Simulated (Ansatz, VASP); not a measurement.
# Ga4ICl3: VASP beside Ansatz

```
Ga I Cl
1.0
    -3.78401    3.78401    3.78401
     3.78401   -3.78401    3.78401
     3.78401    3.78401   -3.78401
Ga I Cl
4 1 3
Direct
  0.50000 0.50000 0.50000
  0.00000 0.00000 0.50000
  0.00000 0.50000 0.00000
  0.50000 0.00000 0.00000
  0.00000 0.00000 0.00000
  0.50000 0.50000 0.00000
  0.50000 0.00000 0.50000
  0.00000 0.50000 0.50000
```

Alike in both runs: functional PBE; k mesh 6 × 6 × 6; occupations gaussian, width 0.02 eV; no spin polarisation.

Ansatz relaxed the structure, and its values are those at the end. VASP's run is a single point on that final structure, the one shown.

```csv
,VASP,Ansatz
version,VASP 6.6.1,Ansatz 0.2.0
potentials or method,"VASP PAW PBE potentials, release 64 (Ga_d, I, Cl), cutoff 520 eV","scalar-relativistic, plane waves, PAW"
valence electrons in the cell,80,90
```

```tsv
	VASP	Ansatz	Ansatz less VASP
gap on the k mesh at the Fermi level (eV)	1.21	1.21	+0.001
least direct gap on the mesh (eV)	1.21	1.21	+0.001
pressure (GPa)	0.0	0.0	+0.02
```

VASP's potentials hold 80 valence electrons a cell and Ansatz's 90, so a difference there can come from the potentials and not from the codes.

Spin-orbit coupling is off throughout.
